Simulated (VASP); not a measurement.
SiSe3, 4 atoms in the cell. The structure is cubic, space group Pm-3m (No. 221). The conventional cell has a = 4.313 Å, b = 4.313 Å, c = 4.313 Å, α = 90.00°, β = 90.00°, γ = 90.00°. Si (site symmetry m-3m) has 12 Se at 3.05 Å within 4.0 Å. Se (site symmetry 4/mmm) has 4 Si at 3.05 Å and 8 Se at 3.05 Å within 4.0 Å. 

```yaml
Program: VASP 6.6.1
Task: single point
Functional: PBE
Potentials_or_basis: VASP PAW PBE potentials, release 64 (Si, Se)
Cutoff: 520 eV
k_mesh: 10 × 10 × 10
Occupations: gaussian, width 0.1 eV
Spin: no spin polarisation
Dipole_correction: no
Further_INCAR_settings: ALGO = Normal; EDIFF = 1e-06; NBANDS = 19
```

Potentials or basis: VASP PAW PBE potentials, release 64 (Si, Se).

Command:

```sh
$ cat potpaw_PBE.64/Si/POTCAR potpaw_PBE.64/Se/POTCAR > POTCAR
$ mpirun -np 1 vasp_std > vasp.out
```

Hardware: 1 thread of AMD EPYC 7R43 64-Core Processor (Zen 3) (shared host).

**Question.** Estimate the wall time of this run.

**Answer.** It took 33 s on 1 thread of AMD EPYC 7R43 64-Core Processor (Zen 3), with other jobs on the host, peak memory 0.18 GiB. Counts: scf iterations 11, k points 56.
